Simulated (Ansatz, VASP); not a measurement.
## One calculation of AlN, two programs

```
CELL_PARAMETERS angstrom
-3.10667 0.00000 0.00000
0.00000 0.00000 -4.97840
0.00000 -5.38090 0.00000
ATOMIC_POSITIONS crystal
Al 0.51207 0.99831 0.16667
Al 0.98793 0.99831 0.66667
Al 0.01207 0.49831 0.33333
Al 0.48793 0.49831 0.83333
N 0.51086 0.61669 0.16667
N 0.98914 0.61669 0.66667
N 0.01086 0.11669 0.33333
N 0.48914 0.11669 0.83333
```

Change from the starting cell: mode 4 (235.2 1/cm) frozen in, largest displacement +0.037 Å.

Alike in both runs: task single point; functional r2SCAN; k mesh 8 × 6 × 4; occupations gaussian, width 0.05 eV; no spin polarisation.

|  | VASP | Ansatz |
| --- | --- | --- |
| version | VASP 6.6.1 | Ansatz 0.2.0 |
| potentials or method | VASP PAW PBE potentials, release 64 (Al, N), cutoff 520 eV | scalar-relativistic, plane waves, PAW |
| valence electrons in the cell | 32 | 32 |

Ansatz gave:

* gap on the k mesh at the Fermi level (eV): 4.87
* least direct gap on the mesh (eV): 4.87
* pressure (GPa): 0.0
* traceless stress, the component that is largest in VASP (GPa): 0.08
* rms of the force components (eV/Å): 0.093

Task: Which values does VASP return?

Result: gap on the k mesh at the Fermi level (eV): 4.91; least direct gap on the mesh (eV): 4.91; pressure (GPa): -0.4; traceless stress, the component that is largest in VASP (GPa): 0.08; rms of the force components (eV/Å): 0.094.

VASP's potentials were made for PBE, not for r2SCAN. Atom by atom the forces differ by 0.001 eV/Å (rms over components).
